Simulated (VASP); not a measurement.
# Hg (P-1) in VASP: single point with PBEsol

Aim: the single point of Hg with PBEsol.

Program: VASP 6.6.1. These are calculated values, not measurements. Logs are shortened: lines on timing, memory, paths and dates and some standing lists are left out, and cuts for length are marked.

## Step 1: The cell of the first run

The typed cell holds 1 atom: a = 3.330 Å, b = 3.355 Å, c = 8.704 Å, α = 80.05°, β = 89.47°, γ = 60.28°.

## Step 2: Single point, PBEsol (strained)

The input, INCAR:

```
SYSTEM = Hg
PREC = Accurate ; ENCUT = 520
EDIFF = 1E-7 ; ISMEAR = 0
SIGMA = 0.02 ; LREAL = .FALSE.
LASPH = .TRUE. ; NELM = 100
ALGO = Normal ; ISIF = 2
LWAVE = .FALSE. ; LCHARG = .FALSE.
GGA = PS ; NBANDS = 12
```

The input, KPOINTS:

```
Automatic mesh
0
G
  10 10 4
  0 0 0
```

The input, POSCAR:

```
Hg
1.0
    3.3296899271      0.0000000000      0.0139738029
    1.6632550402      2.9138288644     -0.0224562512
    0.0442250131      1.7730242483      8.5217137367
Hg
1
Direct
    0.5000000000      0.0000000000      0.0000000000
```

Potentials or basis: VASP PAW PBE potentials, release 64 (Hg).

Launch:

```console
> cat potpaw_PBE.64/Hg/POTCAR > POTCAR
> mpirun -np 1 vasp_std > vasp.out
```

OUTCAR:

```text
SYSTEM = Hg
   PREC = Accurate
   ENCUT = 520
   EDIFF = 1E-7
   ISMEAR = 0
   LREAL = .FALSE.
   LASPH = .TRUE.
   NELM = 100
   ISIF = 2
   GGA = PS

 ion  position               nearest neighbor table
   1  0.500  0.000  0.000-

  LATTYP: Found a triclinic cell.
 ALAT       =     5.7810007827
 B/A-ratio  =     0.5759762668
 C/A-ratio  =     1.9676590370
 COS(alpha) =     0.0067305862
 COS(beta)  =     0.3388160001
 COS(gamma) =     0.8636680029

  Lattice vectors:

 A1 = (  -4.9929449673,  -2.9138288644,   0.0084824483)
 A2 = (  -3.3296899271,   0.0000000000,  -0.0139738029)
 A3 = (  -0.0410451664,  -7.6006819771,  -8.4628274314)

Analysis of symmetry for initial positions (statically):
=====================================================================
 Subroutine PRICEL returns:
 Original cell was already a primitive cell.

 Routine SETGRP: Setting up the symmetry group for a
 triclinic supercell.

 Subroutine GETGRP returns: Found  2 space group operations
 (whereof  2 operations were pure point group operations)
 out of a pool of  2 trial point group operations.

The static configuration has the point symmetry S_2 .

Analysis of symmetry for dynamics (positions and initial velocities):
=====================================================================
 Subroutine PRICEL returns:
 Original cell was already a primitive cell.

 Routine SETGRP: Setting up the symmetry group for a
 triclinic supercell.

 Subroutine GETGRP returns: Found  2 space group operations
 (whereof  2 operations were pure point group operations)
 out of a pool of  2 trial point group operations.

The dynamic configuration has the point symmetry S_2 .

 Subroutine INISYM returns: Found  2 space group operations
 (whereof  2 operations are pure point group operations),
 and found     1 'primitive' translations

----------------------------------------------------------------------------------------

                                     Primitive cell

  volume of cell :      82.8509

  direct lattice vectors                    reciprocal lattice vectors
     3.329689927  0.000000000  0.013973803     0.300185415 -0.171087785  0.034038586
     1.663255040  2.913828864 -0.022456251     0.000299042  0.342471203 -0.071255969
     0.044225013  1.773024248  8.521713737    -0.000491452  0.001183021  0.117103700

  length of vectors
     3.329719249  3.355193029  8.704319379     0.347190061  0.349805699  0.117110707

  position of ions in fractional coordinates (direct lattice)
     0.500000000  0.000000000  1.000000000

  ion indices of the primitive-cell ions
   primitive index   ion index
                 1           1

----------------------------------------------------------------------------------------

 KPOINTS: Automatic mesh

Automatic generation of k-mesh.
 Grid dimensions read from file:
 generate k-points for:   10   10    4

 Generating k-lattice:

  Cartesian coordinates                     Fractional coordinates (reciprocal lattice)
     0.030018541 -0.017108778  0.003403859     0.100000000 -0.000000000  0.000000000
     0.000029904  0.034247120 -0.007125597     0.000000000  0.100000000 -0.000000000
    -0.000122863  0.000295755  0.029275925    -0.000000000 -0.000000000  0.250000000

  Length of vectors
     0.034719006  0.034980570  0.029277677

  Shift w.r.t. Gamma in fractional coordinates (k-lattice)
     0.000000000  0.000000000  0.000000000

 Subroutine IBZKPT returns following result:
 ===========================================

 Found    204 irreducible k-points:

 Following reciprocal coordinates:
            Coordinates               Weight
  0.000000  0.000000  0.000000      1.000000
  0.100000  0.000000 -0.000000      2.000000
  0.200000  0.000000 -0.000000      2.000000
  0.300000 -0.000000 -0.000000      2.000000
  0.400000 -0.000000 -0.000000      2.000000
  0.500000  0.000000  0.000000      1.000000
[... 16 lines left out ...]
 -0.400000  0.200000 -0.000000      2.000000
 -0.300000  0.200000  0.000000      2.000000
 [... further k-points ...]
   k-points           NKPTS =    204   k-points in BZ     NKDIM =    204   number of bands    NBANDS=     12
   number of dos      NEDOS =    301   number of ions     NIONS =      1
   total plane-waves  NPLWV =  54880
   dimension x,y,z NGX =    28 NGY =   28 NGZ =   70
   dimension x,y,z NGXF=    56 NGYF=   56 NGZF=  140
   ions per type =               1
   NGX,Y,Z   is equivalent  to a cutoff of  13.98, 13.87, 13.37 a.u.
   NGXF,Y,Z  is equivalent  to a cutoff of  27.96, 27.75, 26.74 a.u.
 SYSTEM =  Hg
   PREC   = accura    normal or accurate (medium, high low for compatibility)
   ISTART =      0    job   : 0-new  1-cont  2-samecut
   ICHARG =      2    charge: 1-file 2-atom 10-const
   ISPIN  =      1    spin polarized calculation?
   LNONCOLLINEAR =      F non collinear calculations
   LSORBIT =      F    spin-orbit coupling
   LASPH  =      T    aspherical Exc in radial PAW
   ENCUT  =  520.0 eV  38.22 Ry    6.18 a.u.   6.19  6.24 16.18*2*pi/ulx,y,z
   NELM   =    100;   NELMIN=  2; NELMDL= -5     # of ELM steps
   EDIFF  = 0.1E-06   stopping-criterion for ELM
   LREAL  =      F    real-space projection
   EDIFFG = 0.1E-05   stopping-criterion for IOM
   NSW    =      0    number of steps for IOM
   IBRION =     -1    ionic relax: 0-MD 1-quasi-New 2-CG
   NFREE  =      0    steps in history (QN), initial steepest desc. (CG)
   ISIF   =      2    stress and relaxation
   ISYM   =      2    0-nonsym 1-usesym 2-fastsym
   POTIM  = 0.5000    time-step for ionic-motion
   TEBEG  =    0.0;   TEEND  =   0.0 temperature during run
   PSTRESS=    0.0 pullay stress
   NELECT =      12.0000    total number of electrons
   NUPDOWN=      -1.0000    fix difference up-down
   EMIN   =  10.00;   EMAX   =-10.00  energy-range for DOS
   EFERMI =   0.00;   METHOD = LEGACY
   ISMEAR =     0;   SIGMA  =   0.02  broadening in eV -4-tet -1-fermi 0-gaus
   EFERMI_NEDOS =   21; number of points for ismear=-14 and -15
   IALGO  =     38    algorithm
   IMIX   =      4    mixing-type and parameters
     AMIX     =   0.40;   BMIX     =  1.00
     AMIX_MAG =   1.60;   BMIX_MAG =  1.00
  volume/ion in A,a.u.               =      82.85       559.11
  Fermi-wavevector in a.u.,A,eV,Ry     =   0.859745  1.624682 10.056895  0.739161
  Thomas-Fermi vector in A             =   1.977146
   LORBIT       =      0    0 simple, 1 ext, 2 COOP (PROOUT), +10 PAW based schemes
   GGA     = PS    functional components
   LHFCALC =     F    Hartree Fock is set to
   AEXX    =    0.0000 exact exchange contribution
   IVDW    =     0    specifies the selected vdW correction
   LEPSILON=     F    determine dielectric tensor
   LRPA    =     F    only Hartree local field effects (RPA)
 non-spin polarized calculation
 Gauss-broadening in eV      SIGMA  =   0.02
  energy-cutoff  :      520.00
  volume of cell :       82.85
 maximum number of plane-waves:      2253
 NGX is ok and might be reduce to    28
   NGX = 13   NGY = 13   NGZ = 33

 number of electron      11.9999999 magnetization

 Free energy of the ion-electron system (eV)
  ---------------------------------------------------
  ext. energy  EPLUGINS =         0.00000000
  ---------------------------------------------------
  free energy    TOTEN  =        -0.27704818 eV

  energy without entropy =       -0.27704818  energy(sigma->0) =       -0.27704818

 E-fermi :  -2.8317     XC(G=0):  -4.5785

 val. band max:       -2.9313157375   @ k =  -0.4000   0.3000   0.5000
 cond. band min:      -1.7430628345   @ k =  -0.0000   0.5000   0.5000
 fundamental gap:      1.1882529031
 Fermi energy:        -2.8317436098

 k-point     1 :       0.0000    0.0000    0.0000
  band No.  band energies     occupation
      1      -9.1443      2.00000
      2      -8.4538      2.00000
      3      -8.4069      2.00000
      4      -7.9422      2.00000
      5      -7.9325      2.00000
      6      -7.5138      2.00000
      7      -1.3541      0.00000
      8       1.3926      0.00000
      9       5.7703      0.00000
     10       6.9018      0.00000
     11      11.0221      0.00000
     12      11.2325      0.00000

 k-point     2 :       0.1000    0.0000   -0.0000
  band No.  band energies     occupation
      1      -9.0057      2.00000
      2      -8.4519      2.00000
      3      -8.3621      2.00000
      4      -8.0036      2.00000
      5      -7.9517      2.00000
      6      -7.4150      2.00000
      7      -1.1176      0.00000
      8       1.5704      0.00000
      9       5.9290      0.00000
     10       7.0909      0.00000
     11       9.1829      0.00000
     12      10.3522      0.00000

 k-point     3 :       0.2000    0.0000   -0.0000
  band No.  band energies     occupation
      1      -8.7956      2.00000
      2      -8.4153      2.00000
      3      -8.1703      2.00000
      4      -8.1636      2.00000
      5      -7.9840      2.00000
      6      -7.0201      2.00000
      7      -0.4479      0.00000
      8       2.1049      0.00000
      9       5.9517      0.00000
     10       6.3972      0.00000
     11       7.7056      0.00000
     12       9.0091      0.00000

 k-point     4 :       0.3000   -0.0000   -0.0000
  band No.  band energies     occupation
      1      -8.8536      2.00000
      2      -8.3568      2.00000
      3      -8.1939      2.00000
      4      -8.0235      2.00000
      5      -7.8991      2.00000
      6      -6.1000      2.00000
      7       0.5624      0.00000
      8       2.8051      0.00000
      9       3.0806      0.00000
     10       7.0301      0.00000
     11       7.7677      0.00000
     12       8.4694      0.00000

 k-point     5 :       0.4000   -0.0000   -0.0000
  band No.  band energies     occupation
      1      -8.9576      2.00000
      2      -8.4950      2.00000
      3      -8.0551      2.00000
      4      -8.0491      2.00000
      5      -7.6707      2.00000
      6      -4.6278      2.00000
      7       0.1148      0.00000
      8       1.7651      0.00000
      9       4.2701      0.00000
     10       6.2987      0.00000
     11       6.9126      0.00000
     12       7.9461      0.00000
[... 228 lines left out ...]
      1      -8.5840      2.00000
      2      -8.3899      2.00000
      3      -8.3851      2.00000
      4      -8.0963      2.00000
      5      -7.8800      2.00000
      6      -5.4230      2.00000
      7       1.1714      0.00000
      8       2.5101      0.00000
      9       3.5319      0.00000
     10       4.7550      0.00000
     11       7.6788      0.00000
     12       8.8191      0.00000

 k-point    22 :       0.5000    0.2000   -0.0000
  band No.  band energies     occupation
      1      -8.6286      2.00000
      2      -8.4537      2.00000
      3      -8.1700      2.00000
      4      -8.1688      2.00000
      5      -7.8571      2.00000
      6      -4.0239      2.00000
      7       0.5056      0.00000
      8       2.3543      0.00000
      9       3.4905      0.00000
     10       4.7628      0.00000
     11       6.6504      0.00000
     12       8.3021      0.00000

 k-point    23 :      -0.4000    0.2000   -0.0000
  band No.  band energies     occupation
      1      -8.6547      2.00000
      2      -8.4690      2.00000
      3      -8.2020      2.00000
      4      -8.0230      2.00000
      5      -7.9029      2.00000
      6      -3.0034      2.00000
      7      -0.7594      0.00000
      8       3.0799      0.00000
      9       3.0937      0.00000
     10       5.6303      0.00000
     11       6.3837      0.00000
     12       6.7803      0.00000

 k-point    24 :      -0.3000    0.2000    0.0000
  band No.  band energies     occupation
      1      -8.6241      2.00000
      2      -8.4435      2.00000
      3      -8.1726      2.00000
      4      -8.1680      2.00000
      5      -7.8714      2.00000
      6      -4.0930      2.00000
      7       0.5981      0.00000
      8       2.2623      0.00000
      9       3.4473      0.00000
     10       4.9510      0.00000
     11       6.7748      0.00000
     12       8.2031      0.00000

 [... further k-points ...]
[... 5 lines left out ...]
  --------------------------------------------------------------------------------------
  -------------------------------------------------------------------------------------
  Total       -0.2348229     -0.2558832     -0.0157071      0.0005789      0.0024079     -0.0010028
  in kB       -4.5410245     -4.9482909     -0.3037442      0.0111940      0.0465650     -0.0193917
  external PRESSURE =      -3.2643532 kB  Pullay stress =       0.0000000 kB

 VOLUME and BASIS-vectors are now :
 -----------------------------------------------------------------------------
  energy-cutoff  :      520.00
  volume of cell :       82.85
      direct lattice vectors                 reciprocal lattice vectors
     3.329689927  0.000000000  0.013973803     0.300185415 -0.171087785  0.034038586
     1.663255040  2.913828864 -0.022456251     0.000299042  0.342471203 -0.071255969
     0.044225013  1.773024248  8.521713737    -0.000491452  0.001183021  0.117103700

 POSITION                                       TOTAL-FORCE (eV/Angst)
 -----------------------------------------------------------------------------------
      1.66484      0.00000      0.00699         0.000000      0.000000      0.000000
 -----------------------------------------------------------------------------------
    total drift:                                0.000000     -0.000000     -0.000000

  FREE ENERGIE OF THE ION-ELECTRON SYSTEM (eV)
  ---------------------------------------------------
  free  energy   TOTEN  =        -0.2770481802 eV

  energy  without entropy=       -0.2770481802  energy(sigma->0) =       -0.27704818
```

Wall time 5.1 min (1 thread of AMD EPYC 7R43 (Zen 3), shared host); peak memory 0.32 GiB.

What came out:

```
Free energy            : -0.2770 eV
Pressure               : -0.3 GPa
Band gap on the k mesh : 1.19 eV (least direct gap 1.52 eV)
```

Levels at points of the mesh, in eV from the valence-band top:
```tsv
k point	band 3	band 4	band 5	band 6	band 7	band 8	band 9	band 10
(0.00, 0.00, 0.00)	-5.48	-5.01	-5.00	-4.58	1.58	4.32	8.70	9.83
(0.50, 0.00, 0.00)	-5.14	-5.07	-4.65	-0.30	1.23	5.48	8.12	8.82
(0.00, 0.50, 0.00)	-5.12	-5.08	-4.66	-0.40	1.19	5.35	7.81	9.13
(0.50, 0.50, 0.00)	-5.14	-5.07	-4.65	-0.29	1.23	5.48	8.08	8.86
(0.00, 0.00, 0.50)	-5.48	-5.01	-5.00	-4.58	1.44	5.53	6.12	13.35
(0.50, 0.00, 0.50)	-5.14	-5.07	-4.65	-0.30	1.23	5.41	7.79	9.46
(0.00, 0.50, 0.50)	-5.12	-5.08	-4.66	-0.40	1.19	5.38	7.92	8.91
(0.50, 0.50, 0.50)	-5.14	-5.07	-4.65	-0.29	1.23	5.42	7.82	9.37
```

Caveat: the cell differs from its parent crystal (strained); the PAW data sets were made with another functional, which shifts forces and pressure a little; spin-orbit coupling is left out, which moves the levels of the heavy elements.
